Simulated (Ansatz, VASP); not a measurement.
## One calculation of Ti, two programs

```xyz
2
Lattice="2.9004 0.0000 0.0000 -1.4502 2.5119 0.0000 0.0000 0.0000 4.5910" Properties=species:S:1:pos:R:3 pbc="T T T"
Ti    0.0000    1.6746    1.1477
Ti    1.4502    0.8373    3.4432
```

Alike in both runs: functional PBEsol; k mesh 18 × 18 × 10; occupations gaussian, width 0.1 eV; no spin polarisation.

Ansatz relaxed the structure, and its values are those at the end. VASP's run is a single point on that final structure, the one shown.

|  | VASP | Ansatz |
| --- | --- | --- |
| version | VASP 6.6.1 | Ansatz 0.2.0 |
| potentials or method | VASP PAW PBE potentials, release 64 (Ti_sv), cutoff 520 eV | scalar-relativistic, plane waves, PAW |
| valence electrons in the cell | 24 | 24 |

Ansatz gave:

| Quantity | Value |
| --- | --- |
| gap on the k mesh at the Fermi level (eV) | none |
| pressure (GPa) | 0.0 |

Problem. Estimate VASP's values.

Solution. gap on the k mesh at the Fermi level (eV): none; pressure (GPa): -0.4.

VASP's potentials were made for PBE, not for PBEsol. A gap of «none» marks a metal or a gap that the smearing closes. With one functional, cell and mesh, what is left measures potentials, basis and numerics.
